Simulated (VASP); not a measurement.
# AlRu (I4/mmm) in VASP: single point with PBE

Aim: the single point of AlRu with PBE.

Everything below comes from runs of VASP 6.6.1. Logs are shortened: lines on timing, memory, paths and dates and some standing lists are left out, and cuts for length are marked.

### Step 1. The cell of the first run

The structure is tetragonal, space group I4/mmm (No. 139). The conventional cell has a = 4.248 Å, b = 4.248 Å, c = 6.008 Å, α = 90.00°, β = 90.00°, γ = 90.00°. Al (site symmetry 4mm) has 8 Ru at 2.57 to 2.63 Å and 6 Al at 2.90 to 3.10 Å within 3.4 Å. Ru (site symmetry mmm) has 8 Al at 2.57 to 2.63 Å and 6 Ru at 3.00 Å within 3.4 Å.

### Step 2. Single point, PBE (atoms displaced along a vibrational mode)

The input, INCAR:

```
SYSTEM = AlRu
PREC = Accurate
ENCUT = 520
EDIFF = 1E-6
ISMEAR = 0
SIGMA = 0.15
LREAL = .FALSE.
LASPH = .TRUE.
NELM = 60
ALGO = Fast
ISIF = 2
LWAVE = .FALSE.
LCHARG = .FALSE.
GGA = PE
NBANDS = 25
```

The input, KPOINTS:

```
regular mesh
0
G
  18 18 18
  0 0 0
```

The input, POSCAR:

```
AlRu
1.0
   -3.0040847246      0.0000000000     -3.0040847246
    0.0000000000     -3.0040847246     -3.0040847246
   -3.0040847246     -3.0040847246      0.0000000000
Al Ru
2 2
Direct
    0.4916779977      0.5083220023      0.5083220023
    0.0083220023     -0.0083220023     -0.0083220023
    0.2500000000      0.2500000000      0.2500000000
    0.7500000000      0.7500000000      0.7500000000
```

Potentials or basis: VASP PAW PBE potentials, release 64 (Al, Ru_pv).

Started as:

```sh
$ cat potpaw_PBE.64/Al/POTCAR potpaw_PBE.64/Ru_pv/POTCAR > POTCAR
$ mpirun -np 1 vasp_std > vasp.out
```

OUTCAR:

```text
SYSTEM = AlRu
   PREC = Accurate
   ENCUT = 520
   EDIFF = 1E-6
   ISMEAR = 0
   LREAL = .FALSE.
   LASPH = .TRUE.
   NELM = 60
   ISIF = 2
   GGA = PE

 ion  position               nearest neighbor table
   1  0.492  0.508  0.508-   3 2.57   3 2.57   4 2.57   4 2.57   3 2.63   4 2.63   4 2.63   3 2.63
                             2 2.90   2 3.01   2 3.01   2 3.01   2 3.01   2 3.10
   2  0.008  0.992  0.992-   4 2.57   4 2.57   3 2.57   3 2.57   4 2.63   4 2.63   3 2.63   3 2.63
                             1 2.90   1 3.01   1 3.01   1 3.01   1 3.01   1 3.10
   3  0.250  0.250  0.250-   2 2.57   2 2.57   1 2.57   1 2.57   2 2.63   2 2.63   1 2.63   1 2.63
                             4 3.00   4 3.00   4 3.00   4 3.00   4 3.00   4 3.00
   4  0.750  0.750  0.750-   1 2.57   1 2.57   2 2.57   2 2.57   1 2.63   2 2.63   2 2.63   1 2.63
                             3 3.00   3 3.00   3 3.00   3 3.00   3 3.00   3 3.00

  LATTYP: Found a face centered cubic cell.
 ALAT       =     6.0081694492

  Lattice vectors:

 A1 = (  -3.0040847246,   0.0000000000,  -3.0040847246)
 A2 = (   0.0000000000,  -3.0040847246,  -3.0040847246)
 A3 = (  -3.0040847246,  -3.0040847246,   0.0000000000)

Analysis of symmetry for initial positions (statically):
=====================================================================
 Subroutine PRICEL returns:
 Original cell was already a primitive cell.

 Routine SETGRP: Setting up the symmetry group for a
 face centered cubic supercell.

 Subroutine GETGRP returns: Found 16 space group operations
 (whereof  8 operations were pure point group operations)
 out of a pool of 48 trial point group operations.

The static configuration has the point symmetry C_4v.
 The point group associated with its full space group is D_4h.

Analysis of symmetry for dynamics (positions and initial velocities):
=====================================================================
 Subroutine PRICEL returns:
 Original cell was already a primitive cell.

 Routine SETGRP: Setting up the symmetry group for a
 face centered cubic supercell.

 Subroutine GETGRP returns: Found 16 space group operations
 (whereof  8 operations were pure point group operations)
 out of a pool of 48 trial point group operations.

The dynamic configuration has the point symmetry C_4v.
 The point group associated with its full space group is D_4h.

 Subroutine INISYM returns: Found 16 space group operations
 (whereof  8 operations are pure point group operations),
 and found     1 'primitive' translations

----------------------------------------------------------------------------------------

[... 93 lines left out ...]
   LASPH  =      T    aspherical Exc in radial PAW
   ENCUT  =  520.0 eV  38.22 Ry    6.18 a.u.   7.90  7.90  7.90*2*pi/ulx,y,z
   NELM   =     60;   NELMIN=  2; NELMDL= -5     # of ELM steps
   EDIFF  = 0.1E-05   stopping-criterion for ELM
   LREAL  =      F    real-space projection
[... 7 lines left out ...]
   TEBEG  =    0.0;   TEEND  =   0.0 temperature during run
   PSTRESS=    0.0 pullay stress
   NELECT =      34.0000    total number of electrons
   NUPDOWN=      -1.0000    fix difference up-down
   EMIN   =  10.00;   EMAX   =-10.00  energy-range for DOS
   EFERMI =   0.00;   METHOD = LEGACY
   ISMEAR =     0;   SIGMA  =   0.15  broadening in eV -4-tet -1-fermi 0-gaus
   EFERMI_NEDOS =   21; number of points for ismear=-14 and -15
   IALGO  =     68    algorithm
   IMIX   =      4    mixing-type and parameters
     AMIX     =   0.40;   BMIX     =  1.00
     AMIX_MAG =   1.60;   BMIX_MAG =  1.00
  volume/ion in A,a.u.               =      13.56        91.48
  Fermi-wavevector in a.u.,A,eV,Ry     =   1.401239  2.647958 26.714651  1.963471
  Thomas-Fermi vector in A             =   2.524120
   LORBIT       =      0    0 simple, 1 ext, 2 COOP (PROOUT), +10 PAW based schemes
   GGA     = PE    functional components
   LHFCALC =     F    Hartree Fock is set to
   AEXX    =    0.0000 exact exchange contribution
   IVDW    =     0    specifies the selected vdW correction
   LEPSILON=     F    determine dielectric tensor
   LRPA    =     F    only Hartree local field effects (RPA)
 non-spin polarized calculation
 RMM-DIIS sequential band-by-band and
 Gauss-broadening in eV      SIGMA  =   0.15
  energy-cutoff  :      520.00
  volume of cell :       54.22
 maximum number of plane-waves:      1476
   NGX = 15   NGY = 15   NGZ = 15

 number of electron      34.0000012 magnetization

 Free energy of the ion-electron system (eV)
  ---------------------------------------------------
  ext. energy  EPLUGINS =         0.00000000
  ---------------------------------------------------
  free energy    TOTEN  =       -28.50904218 eV

  energy without entropy =      -28.47209423  energy(sigma->0) =      -28.49056820

 E-fermi :  10.5412     XC(G=0): -12.5014

 val. band max:       10.5404247867   @ k =  -0.1111   0.1111   0.0000
 cond. band min:      10.5418980127   @ k =   0.3333   0.1667   0.0000
 fundamental gap:      0.0014732260
 Fermi energy:        10.5411632836

 k-point     1 :       0.0000    0.0000    0.0000
  band No.  band energies     occupation
      1     -31.3796      2.00000
      2     -31.3796      2.00000
      3     -31.3775      2.00000
      4     -31.2252      2.00000
      5     -31.2245      2.00000
      6     -31.2245      2.00000
[... 661 lines left out ...]
     24      16.9905      0.00000
     25      20.0895      0.00000

 [... further k-points ...]

------------------------ aborting loop because EDIFF is reached ----------------------------------------

  FORCE on cell =-STRESS in cart. coord.  units (eV):
  Direction    XX          YY          ZZ          XY          YZ          ZX
  --------------------------------------------------------------------------------------
  -------------------------------------------------------------------------------------
  Total        0.0585187      0.0792502      0.0585187     -0.0000000      0.0000000      0.0000000
  in kB        1.7291755      2.3417703      1.7291755     -0.0000000      0.0000000      0.0000000
  external PRESSURE =       1.9333738 kB  Pullay stress =       0.0000000 kB

 VOLUME and BASIS-vectors are now :
 -----------------------------------------------------------------------------
  energy-cutoff  :      520.00
  volume of cell :       54.22
      direct lattice vectors                 reciprocal lattice vectors
    -3.004084725  0.000000000 -3.004084725    -0.166440046  0.166440046 -0.166440046
     0.000000000 -3.004084725 -3.004084725     0.166440046 -0.166440046 -0.166440046
    -3.004084725 -3.004084725  0.000000000    -0.166440046 -0.166440046  0.166440046

 POSITION                                       TOTAL-FORCE (eV/Angst)
 -----------------------------------------------------------------------------------
     -3.00408     -3.05408     -3.00408         0.000000      0.547933      0.000000
     -3.00408     -5.95817     -3.00408         0.000000     -0.547933      0.000000
     -1.50204     -1.50204     -1.50204         0.000000      0.000000      0.000000
     -4.50613     -4.50613     -4.50613        -0.000000     -0.000000     -0.000000
 -----------------------------------------------------------------------------------
    total drift:                                0.000000      0.000000     -0.000000

  FREE ENERGIE OF THE ION-ELECTRON SYSTEM (eV)
  ---------------------------------------------------
  free  energy   TOTEN  =       -28.5090421774 eV

  energy  without entropy=      -28.4720942314  energy(sigma->0) =      -28.49056820
```

stdout:

```text
POSCAR found type information on POSCAR AlRu
 POSCAR found :  2 types and       4 ions
 scaLAPACK will be used
 LDA part: xc-table for (Slater+PW92), standard interpolation
 POSCAR, INCAR and KPOINTS ok, starting setup
 FFT: planning ... GRIDC
 FFT: planning ... GRID_SOFT
 FFT: planning ... GRID
 WAVECAR not read
 entering main loop
```

Run time: 3.4 min. Hardware: 1 thread of Intel Xeon 6975P-C (Granite Rapids), shared host; peak memory 0.6 GiB.

What came out:

```yaml
Free_energy: -28.5090 eV
Pressure: 0.2 GPa
Largest_force: 0.548 eV/Å
Band_gap_on_the_k_mesh: zero (bands 17 and 18 overlap by 2.77 eV)
```

Forces in eV/Å, atoms in the order of the input:
```
Al   0.000  0.548  0.000
Al   0.000 -0.548  0.000
Ru   0.000  0.000  0.000
Ru   0.000  0.000  0.000
```

Caveat: the cell differs from its parent crystal (atoms displaced along a vibrational mode).
